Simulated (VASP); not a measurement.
Wanted: the native input for a VASP 6.6.1 run.

| Quantity | Value |
| --- | --- |
| Task | single point |
| Functional | PBE |
| Potentials or basis | VASP PAW PBE potentials, release 64 (Cd, F) |
| Cutoff | 520 eV |
| k mesh | 8 × 8 × 8 |
| Occupations | fermi-dirac, width 0.02 eV |
| Spin | no spin polarisation |
| Dipole correction | no |
| Further INCAR settings | ALGO = Normal; EDIFF = 1e-07; NBANDS = 20 |

The structure of CdF2 lies in POSCAR:

```
CdF2
1.0
    0.0000000000      2.6825809990      2.6825809990
    2.7558154603      0.0000000000      2.6825809990
    2.7558154603      2.6825809990      0.0000000000
Cd F
1 2
Direct
    0.0000000000      0.0000000000      0.0000000000
    0.2500000000      0.2500000000      0.2500000000
    0.7500000000      0.7500000000      0.7500000000
```

This cell differs from its parent crystal: uniaxial x strain +2.7%.

One way to write it, as run:

INCAR

```
SYSTEM = CdF2
  PREC = Accurate
  ENCUT = 520
  EDIFF = 1E-7
  ISMEAR = -1
  SIGMA = 0.02
  LREAL = .FALSE.
  LASPH = .TRUE.
  NELM = 80
  ALGO = Normal
  ISIF = 2
  LWAVE = .FALSE.
  LCHARG = .FALSE.
  GGA = PE
  NBANDS = 20
```

KPOINTS

```
Automatic mesh
0
G
  8 8 8
  0 0 0
```

Potentials or basis: VASP PAW PBE potentials, release 64 (Cd, F).

Command:

```bash
$ cat potpaw_PBE.64/Cd/POTCAR potpaw_PBE.64/F/POTCAR > POTCAR
$ mpirun -np 1 vasp_std > vasp.out
```

It gave:

```
Pressure               : 4.5 GPa
Band gap on the k mesh : 2.98 eV (least direct gap 3.48 eV)
```

Caveat: the cell differs from its parent crystal (uniaxial x strain +2.7%); the cell stands under pressure.

Wall time 120 s on 1 thread of Intel Xeon 8259CL, with other jobs on the host, peak memory 0.19 GiB.
